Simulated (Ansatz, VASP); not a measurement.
# Two plane-wave programs on Mg

Contents of INCAR:

```
SYSTEM = Mg
PREC = Accurate
ENCUT = 520
EDIFF = 1E-7
ISMEAR = 0
SIGMA = 0.1
LREAL = .FALSE.
LASPH = .TRUE.
NELM = 80
ALGO = Normal
ISIF = 2
LWAVE = .FALSE.
LCHARG = .FALSE.
GGA = PE
NBANDS = 7
```

The input KPOINTS:

```
Automatic mesh
0
G
  16 16 16
  0 0 0
```

Contents of POSCAR:

```
Mg
1.0
   -1.8708020313      1.8708020313      1.6104812790
    1.8708020313     -1.8708020313      1.6104812790
    1.8708020313      1.8708020313     -1.6104812790
Mg
1
Direct
    0.0000000000      0.0000000000      0.0000000000
```

Input for Ansatz:

```yaml
crystal:
  lattice:
    - [-1.8708020313, 1.8708020313, 1.610481279]
    - [1.8708020313, -1.8708020313, 1.610481279]
    - [1.8708020313, 1.8708020313, -1.610481279]
  atoms:
    - { symbol: Mg, position: [0.0, 0.0, 0.0] }
basis:
  ecutwfc: 420
kpoints:
  mp_grid: { grid: [16, 16, 16] }
hamiltonian:
  xc: pbe
scf:
  occupations: { method: gaussian, width: 0.1 }
output:
  forces: true
  stress: true
  eigenvalues: true
```

Alike in both runs: task single point; functional PBE; k mesh 16 × 16 × 16; occupations gaussian, width 0.1 eV; no spin polarisation.

```csv
,VASP,Ansatz
version,VASP 6.6.1,Ansatz 0.2.0
potentials or method,"VASP PAW PBE potentials, release 64 (Mg), cutoff 520 eV","scalar-relativistic, plane waves, PAW"
valence electrons in the cell,2,10
```

```tsv
	VASP	Ansatz	Ansatz less VASP
gap on the k mesh at the Fermi level (eV)	none	none	-
pressure (GPa)	0.9	1.0	+0.12
traceless stress, the component that is largest in VASP (GPa)	0.82	0.83	+0.005
```

A gap of «none» marks a metal or a gap that the smearing closes. With one functional, cell and mesh, what is left measures potentials, basis and numerics. VASP's potentials hold 2 valence electrons a cell and Ansatz's 10, so a difference there can come from the potentials and not from the codes.
